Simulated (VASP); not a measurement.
# AlCl2F (P6/mmm) in VASP: single point with PBE

Aim: the single point of AlCl2F with PBE.

Everything below comes from runs of VASP 6.6.1. Logs are shortened: lines on timing, memory, paths and dates and some standing lists are left out, and cuts for length are marked.

### 1 The cell of the first run

The structure is hexagonal, space group P6/mmm (No. 191). Conventional cell: a = 5.226 Å, b = 5.226 Å, c = 3.482 Å, α = 90.00°, β = 90.00°, γ = 120.00°. Al (site symmetry 6/mmm) has 2 F at 1.74 Å within 2.3 Å. Cl (site symmetry -6m2) has 5 Cl at 3.02 to 3.48 Å and 3 F at 3.02 Å and 6 Al at 3.48 Å within 4.0 Å. Within 2.3 Å of F (site symmetry 6/mmm) lie 2 Al at 1.74 Å.

### 2 Single point, PBE

The input, INCAR:

```
PREC = Accurate ; ENCUT = 520
EDIFF = 1E-6 ; ISMEAR = 0
SIGMA = 0.1 ; LREAL = False
LASPH = True ; NELM = 80
ALGO = Normal ; ISIF = 2
LWAVE = False ; LCHARG = False
GGA = PE ; NBANDS = 20
```

The input, KPOINTS:

```
regular mesh
0
Gamma
  12 12 14
```

The input, POSCAR:

```
AlCl2F
1.0
    5.2262210945      0.0000000000      0.0000000000
   -2.6131105472      4.5260402336      0.0000000000
    0.0000000000      0.0000000000      3.4816758620
Al Cl F
1 2 1
Direct
    0.0000000000      0.0000000000      0.0000000000
    0.3333333333      0.6666666667      0.5000000000
    0.6666666667      0.3333333333      0.5000000000
    0.0000000000      0.0000000000      0.5000000000
```

Potentials or basis: VASP PAW PBE potentials, release 64 (Al, Cl, F).

Command:

```
$ cat potpaw_PBE.64/Al/POTCAR potpaw_PBE.64/Cl/POTCAR potpaw_PBE.64/F/POTCAR > POTCAR
$ mpirun -np 1 vasp_std > vasp.out
```

OUTCAR:

```text
PREC = Accurate
   ENCUT = 520
   EDIFF = 1E-6
   ISMEAR = 0
   LREAL = False
   LASPH = True
   NELM = 80
   ISIF = 2
   GGA = PE

 ion  position               nearest neighbor table
   1  0.000  0.000  0.000-   4 1.74   4 1.74
   2  0.333  0.667  0.500-
   3  0.667  0.333  0.500-
   4  0.000  0.000  0.500-   1 1.74   1 1.74

  LATTYP: Found a hexagonal cell.
 ALAT       =     5.2262210945
 C/A-ratio  =     0.6661937563

  Lattice vectors:

 A1 = (   5.2262210945,   0.0000000000,   0.0000000000)
 A2 = (  -2.6131105472,   4.5260402336,   0.0000000000)
 A3 = (   0.0000000000,   0.0000000000,   3.4816758620)

Analysis of symmetry for initial positions (statically):
=====================================================================
 Subroutine PRICEL returns:
 Original cell was already a primitive cell.

 Routine SETGRP: Setting up the symmetry group for a
 hexagonal supercell.

 Subroutine GETGRP returns: Found 24 space group operations
 (whereof 24 operations were pure point group operations)
 out of a pool of 24 trial point group operations.

The static configuration has the point symmetry D_6h.

Analysis of symmetry for dynamics (positions and initial velocities):
=====================================================================
 Subroutine PRICEL returns:
 Original cell was already a primitive cell.

 Routine SETGRP: Setting up the symmetry group for a
 hexagonal supercell.

 Subroutine GETGRP returns: Found 24 space group operations
 (whereof 24 operations were pure point group operations)
 out of a pool of 24 trial point group operations.

The dynamic configuration has the point symmetry D_6h.

 Subroutine INISYM returns: Found 24 space group operations
 (whereof 24 operations are pure point group operations),
 and found     1 'primitive' translations

----------------------------------------------------------------------------------------

                                     Primitive cell

  volume of cell :      82.3559

  direct lattice vectors                    reciprocal lattice vectors
     5.226221094  0.000000000  0.000000000     0.191342843  0.110471842  0.000000000
    -2.613110547  4.526040234  0.000000000     0.000000000  0.220943683  0.000000000
     0.000000000  0.000000000  3.481675862     0.000000000  0.000000000  0.287218006

  length of vectors
     5.226221094  5.226221094  3.481675862     0.220943683  0.220943683  0.287218006

  position of ions in fractional coordinates (direct lattice)
     0.000000000  0.000000000  0.000000000
     0.333333333  0.666666667  0.500000000
     0.666666667  0.333333333  0.500000000
     0.000000000  0.000000000  0.500000000

  ion indices of the primitive-cell ions
   primitive index   ion index
                 1           1
                 2           2
                 3           3
                 4           4

----------------------------------------------------------------------------------------

 KPOINTS: regular mesh

Automatic generation of k-mesh.
 Grid dimensions read from file:
 generate k-points for:   12   12   14

 Generating k-lattice:

  Cartesian coordinates                     Fractional coordinates (reciprocal lattice)
     0.015945237  0.009205987  0.000000000     0.083333333 -0.000000000  0.000000000
     0.000000000  0.018411974  0.000000000     0.000000000  0.083333333  0.000000000
     0.000000000  0.000000000  0.020515572     0.000000000  0.000000000  0.071428571

  Length of vectors
     0.018411974  0.018411974  0.020515572

  Shift w.r.t. Gamma in fractional coordinates (k-lattice)
     0.000000000  0.000000000  0.000000000

 Subroutine IBZKPT returns following result:
 ===========================================

 Found    152 irreducible k-points:

 Following reciprocal coordinates:
            Coordinates               Weight
  0.000000  0.000000  0.000000      1.000000
  0.083333 -0.000000  0.000000      6.000000
  0.166667 -0.000000  0.000000      6.000000
  0.250000  0.000000  0.000000      6.000000
  0.333333 -0.000000  0.000000      6.000000
  0.416667 -0.000000  0.000000      6.000000
[... 16 lines left out ...]
  0.250000  0.000000  0.071429     12.000000
  0.333333 -0.000000  0.071429     12.000000
 [... further k-points ...]
   k-points           NKPTS =    152   k-points in BZ     NKDIM =    152   number of bands    NBANDS=     20
   number of dos      NEDOS =    301   number of ions     NIONS =      4
   total plane-waves  NPLWV =  44800
   dimension x,y,z NGX =    40 NGY =   40 NGZ =   28
   dimension x,y,z NGXF=    80 NGYF=   80 NGZF=   56
   ions per type =               1   2   1
   NGX,Y,Z   is equivalent  to a cutoff of  12.72, 12.72, 13.37 a.u.
   NGXF,Y,Z  is equivalent  to a cutoff of  25.45, 25.45, 26.74 a.u.
 SYSTEM =  unknown system
   PREC   = accura    normal or accurate (medium, high low for compatibility)
   ISTART =      0    job   : 0-new  1-cont  2-samecut
   ICHARG =      2    charge: 1-file 2-atom 10-const
   ISPIN  =      1    spin polarized calculation?
   LNONCOLLINEAR =      F non collinear calculations
   LSORBIT =      F    spin-orbit coupling
   LASPH  =      T    aspherical Exc in radial PAW
   ENCUT  =  520.0 eV  38.22 Ry    6.18 a.u.   9.72  9.72  6.47*2*pi/ulx,y,z
   NELM   =     80;   NELMIN=  2; NELMDL= -5     # of ELM steps
   EDIFF  = 0.1E-05   stopping-criterion for ELM
   LREAL  =      F    real-space projection
   EDIFFG = 0.1E-04   stopping-criterion for IOM
   NSW    =      0    number of steps for IOM
   IBRION =     -1    ionic relax: 0-MD 1-quasi-New 2-CG
   NFREE  =      0    steps in history (QN), initial steepest desc. (CG)
   ISIF   =      2    stress and relaxation
   ISYM   =      2    0-nonsym 1-usesym 2-fastsym
   POTIM  = 0.5000    time-step for ionic-motion
   TEBEG  =    0.0;   TEEND  =   0.0 temperature during run
   PSTRESS=    0.0 pullay stress
   NELECT =      24.0000    total number of electrons
   NUPDOWN=      -1.0000    fix difference up-down
   EMIN   =  10.00;   EMAX   =-10.00  energy-range for DOS
   EFERMI =   0.00;   METHOD = LEGACY
   ISMEAR =     0;   SIGMA  =   0.10  broadening in eV -4-tet -1-fermi 0-gaus
   EFERMI_NEDOS =   21; number of points for ismear=-14 and -15
   IALGO  =     38    algorithm
   IMIX   =      4    mixing-type and parameters
     AMIX     =   0.40;   BMIX     =  1.00
     AMIX_MAG =   1.60;   BMIX_MAG =  1.00
  volume/ion in A,a.u.               =      20.59       138.94
  Fermi-wavevector in a.u.,A,eV,Ry     =   1.085376  2.051064 16.028236  1.178042
  Thomas-Fermi vector in A             =   2.221489
   LORBIT       =      0    0 simple, 1 ext, 2 COOP (PROOUT), +10 PAW based schemes
   GGA     = PE    functional components
   LHFCALC =     F    Hartree Fock is set to
   AEXX    =    0.0000 exact exchange contribution
   IVDW    =     0    specifies the selected vdW correction
   LEPSILON=     F    determine dielectric tensor
   LRPA    =     F    only Hartree local field effects (RPA)
 non-spin polarized calculation
 Gauss-broadening in eV      SIGMA  =   0.10
  energy-cutoff  :      520.00
  volume of cell :       82.36
 maximum number of plane-waves:      2257
 NGX is ok and might be reduce to    40
   NGX = 19   NGY = 19   NGZ = 13

 number of electron      23.9999990 magnetization

 Free energy of the ion-electron system (eV)
  ---------------------------------------------------
  ext. energy  EPLUGINS =         0.00000000
  ---------------------------------------------------
  free energy    TOTEN  =       -11.99079154 eV

  energy without entropy =      -11.97277047  energy(sigma->0) =      -11.98178101

 E-fermi :   2.3477     XC(G=0):  -8.7978

 val. band max:        2.3428326270   @ k =   0.3333   0.3333   0.0714
 cond. band min:       2.3553563009   @ k =   0.0833   0.0833   0.1429
 fundamental gap:      0.0125236739
 Fermi energy:         2.3476900459

 k-point     1 :       0.0000    0.0000    0.0000
  band No.  band energies     occupation
      1     -24.7033      2.00000
      2     -11.9092      2.00000
      3     -10.6711      2.00000
      4      -7.9503      2.00000
      5      -5.4788      2.00000
      6      -5.4788      2.00000
[... 12 lines left out ...]
     19      13.1607      0.00000
     20      13.4956      0.00000

 k-point     2 :       0.0833   -0.0000    0.0000
  band No.  band energies     occupation
      1     -24.7030      2.00000
      2     -11.8957      2.00000
      3     -10.6934      2.00000
      4      -7.9500      2.00000
      5      -5.4839      2.00000
      6      -5.4717      2.00000
[... 12 lines left out ...]
     19      13.3014      0.00000
     20      13.4996      0.00000

 k-point     3 :       0.1667   -0.0000    0.0000
  band No.  band energies     occupation
      1     -24.7026      2.00000
      2     -11.8558      2.00000
      3     -10.7580      2.00000
      4      -7.9494      2.00000
      5      -5.4977      2.00000
      6      -5.4482      2.00000
[... 12 lines left out ...]
     19      13.2816      0.00000
     20      13.3227      0.00000

 k-point     4 :       0.2500    0.0000    0.0000
  band No.  band energies     occupation
      1     -24.7022      2.00000
      2     -11.7915      2.00000
      3     -10.8566      2.00000
      4      -7.9485      2.00000
      5      -5.5163      2.00000
      6      -5.4064      2.00000
[... 12 lines left out ...]
     19      13.0577      0.00000
     20      13.1915      0.00000

 k-point     5 :       0.3333   -0.0000    0.0000
  band No.  band energies     occupation
      1     -24.7017      2.00000
      2     -11.7092      2.00000
      3     -10.9741      2.00000
      4      -7.9476      2.00000
      5      -5.5347      2.00000
      6      -5.3530      2.00000
[... 12 lines left out ...]
     19      12.8790      0.00000
     20      13.1401      0.00000

 k-point     6 :       0.4167   -0.0000    0.0000
  band No.  band energies     occupation
      1     -24.7015      2.00000
      2     -11.6262      2.00000
      3     -11.0832      2.00000
      4      -7.9470      2.00000
      5      -5.5481      2.00000
      6      -5.3061      2.00000
[... 12 lines left out ...]
     19      12.7663      0.00000
     20      13.1462      0.00000

 k-point     7 :       0.5000    0.0000    0.0000
  band No.  band energies     occupation
      1     -24.7014      2.00000
      2     -11.5858      2.00000
      3     -11.1332      2.00000
      4      -7.9467      2.00000
      5      -5.5529      2.00000
      6      -5.2871      2.00000
[... 12 lines left out ...]
     19      12.7664      0.00000
     20      13.0591      0.00000
[... 277 lines left out ...]
 k-point    20 :       0.0000    0.0000    0.0714
  band No.  band energies     occupation
      1     -24.6962      2.00000
      2     -11.8942      2.00000
      3     -10.6597      2.00000
      4      -8.0041      2.00000
      5      -5.4711      2.00000
      6      -5.4711      2.00000
[... 12 lines left out ...]
     19      12.9565      0.00000
     20      13.5605      0.00000

 k-point    21 :       0.0833   -0.0000    0.0714
  band No.  band energies     occupation
      1     -24.6962      2.00000
      2     -11.8807      2.00000
      3     -10.6820      2.00000
      4      -8.0039      2.00000
      5      -5.4761      2.00000
      6      -5.4640      2.00000
[... 12 lines left out ...]
     19      13.0778      0.00000
     20      13.4768      0.00000

 k-point    22 :       0.1667   -0.0000    0.0714
  band No.  band energies     occupation
      1     -24.6959      2.00000
      2     -11.8409      2.00000
      3     -10.7463      2.00000
      4      -8.0032      2.00000
      5      -5.4897      2.00000
      6      -5.4407      2.00000
[... 12 lines left out ...]
     19      13.2884      0.00000
     20      13.4093      0.00000

 k-point    23 :       0.2500    0.0000    0.0714
  band No.  band energies     occupation
      1     -24.6954      2.00000
      2     -11.7767      2.00000
      3     -10.8446      2.00000
      4      -8.0024      2.00000
      5      -5.5080      2.00000
      6      -5.3992      2.00000
[... 12 lines left out ...]
     19      13.1094      0.00000
     20      13.2413      0.00000

 k-point    24 :       0.3333   -0.0000    0.0714
  band No.  band energies     occupation
      1     -24.6950      2.00000
      2     -11.6946      2.00000
      3     -10.9617      2.00000
      4      -8.0016      2.00000
      5      -5.5262      2.00000
      6      -5.3465      2.00000
[... 12 lines left out ...]
     19      12.9797      0.00000
     20      12.9951      0.00000

 [... further k-points ...]

------------------------ aborting loop because EDIFF is reached ----------------------------------------

  FORCE on cell =-STRESS in cart. coord.  units (eV):
  Direction    XX          YY          ZZ          XY          YZ          ZX
  --------------------------------------------------------------------------------------
  -------------------------------------------------------------------------------------
  Total       -0.0650873     -0.0650873      0.0697655     -0.0000000      0.0000000      0.0000000
  in kB       -1.2662286     -1.2662286      1.3572400     -0.0000000      0.0000000      0.0000000
  external PRESSURE =      -0.3917391 kB  Pullay stress =       0.0000000 kB

 VOLUME and BASIS-vectors are now :
 -----------------------------------------------------------------------------
  energy-cutoff  :      520.00
  volume of cell :       82.36
      direct lattice vectors                 reciprocal lattice vectors
     5.226221094  0.000000000  0.000000000     0.191342843  0.110471842  0.000000000
    -2.613110547  4.526040234  0.000000000     0.000000000  0.220943683  0.000000000
     0.000000000  0.000000000  3.481675862     0.000000000  0.000000000  0.287218006

 POSITION                                       TOTAL-FORCE (eV/Angst)
 -----------------------------------------------------------------------------------
      0.00000      0.00000      0.00000         0.000000      0.000000      0.000000
     -0.00000      3.01736      1.74084         0.000000      0.000000      0.000000
      2.61311      1.50868      1.74084        -0.000000      0.000000      0.000000
      0.00000      0.00000      1.74084         0.000000      0.000000      0.000000
 -----------------------------------------------------------------------------------
    total drift:                                0.000000      0.000000      0.000000

  FREE ENERGIE OF THE ION-ELECTRON SYSTEM (eV)
  ---------------------------------------------------
  free  energy   TOTEN  =       -11.9907915402 eV

  energy  without entropy=      -11.9727704742  energy(sigma->0) =      -11.98178101
```

Wall time 1.8 min (1 thread of Intel Xeon Platinum 8488C (Sapphire Rapids), shared host); peak memory 0.34 GiB.

What came out:

```
Free energy            : -11.9908 eV
Pressure               : 0.0 GPa
Band gap on the k mesh : zero (band 12 reaches 2.53 eV, above the bottom of band 13 at 1.86 eV)
```

Stress tensor (GPa, compression positive):
```
-0.13  0.00  0.00
 0.00 -0.13  0.00
 0.00  0.00  0.14
```
